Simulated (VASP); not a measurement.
Here is a VASP 6.6.1 calculation.

The input INCAR:

```
SYSTEM = NaCl
PREC = Accurate ; ENCUT = 520
EDIFF = 1E-7 ; ISMEAR = 0
SIGMA = 0.01 ; LREAL = .False.
LASPH = .True. ; NELM = 60
ALGO = Normal ; ISIF = 2
LWAVE = .False. ; LCHARG = .True.
GGA = PE ; LELF = .True.
LVHAR = .True. ; NBANDS = 14
```

The input KPOINTS:

```
Automatic mesh
0
Gamma
  4 4 4
  0 0 0
```

POSCAR

```
NaCl
1.0
    0.0000000000      2.9428337719      2.9428337719
    2.9428337719      0.0000000000      2.9428337719
    2.9428337719      2.9428337719      0.0000000000
Na Cl
1 1
Direct
    0.0000000000      0.0000000000      0.0000000000
    0.5000000000      0.5000000000      0.5000000000
```

Potentials or basis: VASP PAW PBE potentials, release 64 (Na_pv, Cl).

Run with:

```console
$ cat potpaw_PBE.64/Na_pv/POTCAR potpaw_PBE.64/Cl/POTCAR > POTCAR
$ mpirun -np 1 vasp_std > vasp.out
```

(1) Estimate the pressure.

(2) What does it give for the band gap on the k mesh?

Results:

(1) -1.9 GPa.

(2) 4.65 eV, direct.

Caveat: the k points lie up to 0.46 Å⁻¹ apart; the cell differs from its parent crystal (strain +5.0%).
